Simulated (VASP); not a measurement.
## EuS: single point with PBE+D3(BJ)

**Experimental background.**

From “Crystal-field mediated electronic transitions of EuS up to 35 GPa”, 2022, pmc:8786971, for a powder of EuS at 300 K: band gap 1.72 eV (optical).

Crystal: EuS.

```
Eu S
1.0
     0.00000    2.88027    2.88027
     2.88027    0.00000    2.88027
     2.88027    2.88027    0.00000
Eu S
1 1
Cartesian
  0.0000 0.0000 0.0000
  2.8803 2.8803 2.8803
```

* Program: VASP 6.6.1
* Task: single point
* Functional: PBE
* Dispersion: D3(BJ)
* Potentials or basis: VASP PAW PBE potentials, release 64 (Eu, S)
* Cutoff: 600 eV
* k mesh: 9 × 9 × 9
* Occupations: fermi-dirac, width 0.1 eV
* Spin: collinear spin, ferromagnetic start
* Starting moments: [9.1, 0.0] μB
* Dipole correction: no
* Further INCAR settings: ALGO = Normal; EDIFF = 1e-06; NBANDS = 22

| Property | Result |
| --- | --- |
| Pressure | -0.2 GPa |
| Net moment | 6.91 μB per cell |
| Site moments | Eu +6.53; S -0.07 μB |
| Valence electrons inside the program's atomic spheres | Eu 14.77; S 3.78 |
| Dispersion energy per atom | -0.366 eV |

Levels at points of the mesh, in eV from the Fermi level:
Spin up:
```
           k point  band 13  band 14  band 15  band 16  band 17  band 18
(0.00, 0.00, 0.00)     0.01     0.01     0.01     0.92     0.92     0.92
```
Spin down:
```csv
k point,band 5,band 6,band 7,band 8,band 9,band 10,band 11,band 12
"(0.00, 0.00, 0.00)",-13.77,-2.68,-2.68,-2.68,1.68,1.68,1.68,1.97
```

It took 77 s on 1 thread of Intel(R) Xeon(R) 6975P-C (Granite Rapids) (shared host), peak memory 0.31 GiB.

Against the measured gap of EuS, 1.72 eV (optical; 300 K; powder; “Crystal-field mediated electronic transitions of EuS up to 35 GPa”, 2022, pmc:8786971), the calculated 0.00 eV is off by -1.72 eV. So large a miss can be the level of theory's own, or it may mean another phase, state or a wrong row. Spin-orbit coupling on Eu is left out. The value is that of PBE+D3(BJ) on a finite k mesh, which can miss the band edges, without temperature or zero-point motion. Semilocal functionals fall short of measured gaps as a rule. The run's magnetic order (collinear spin, ferromagnetic start) needn't be the measured crystal's.

Caveat: spin-orbit coupling is left out, which moves the levels of the heavy elements; a cell with one magnetic atom can't hold antiferromagnetic order, which such compounds often take; semilocal functionals describe open f shells poorly, which spoils levels, moments and volumes. The state reached can hang on the start; a lower one may exist.
